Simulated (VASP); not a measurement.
Crystal: Sb.

```
CELL_PARAMETERS angstrom
3.16000 0.00000 0.00000
0.00000 3.16000 0.00000
0.00000 0.00000 3.16000
ATOMIC_POSITIONS crystal
Sb 0.00000 0.00000 0.00000
```

```yaml
Program: VASP 6.6.1
Task: relaxation of cell and atoms
Functional: PBEsol
Dispersion: D3(BJ)
Potentials_or_basis: VASP PAW PBE potentials, release 64 (Sb)
Cutoff: 600 eV
k_mesh: 8 × 8 × 8
Occupations: fermi-dirac, width 0.05 eV
Spin: no spin polarisation
```

At the start: pressure -6.8 GPa; volume 31.55 Å³/atom.

Problem. How do energy, volume and symmetry change on relaxing?

Solution. Over 3 steps the energy falls by 89.9 meV/atom and the volume is 27.79 Å³/atom (-11.9 %); space group Pm-3m (No. 221, to 0.05 Å).

Step by step:
| step | energy change (eV) | largest force (eV/Å) | pressure (GPa) | volume (Å³) |
| --- | --- | --- | --- | --- |
| 1 | 0.0000 | 0.0000 | -6.82 | 31.55 |
| 2 | -0.0562 | 0.0000 | 5.67 | 25.81 |
| 3 | -0.0899 | 0.0000 | 0.03 | 27.79 |

Final structure:
```cif
data_structure
_symmetry_space_group_name_H-M 'P 1'
_symmetry_Int_Tables_number 1
_cell_length_a 3.0288
_cell_length_b 3.0288
_cell_length_c 3.0288
_cell_angle_alpha 90.000
_cell_angle_beta 90.000
_cell_angle_gamma 90.000
_cell_volume 27.79
loop_
_atom_site_label
_atom_site_type_symbol
_atom_site_fract_x
_atom_site_fract_y
_atom_site_fract_z
_atom_site_occupancy
Sb1 Sb 0.00000 0.00000 0.00000 1
```

Caveat: the PAW data sets were made with another functional, which shifts forces and pressure a little; the volume moved by -12 % from the deposited cell, more than functionals usually miss; pairwise dispersion overbinds metals, which lowers pressure and volume.
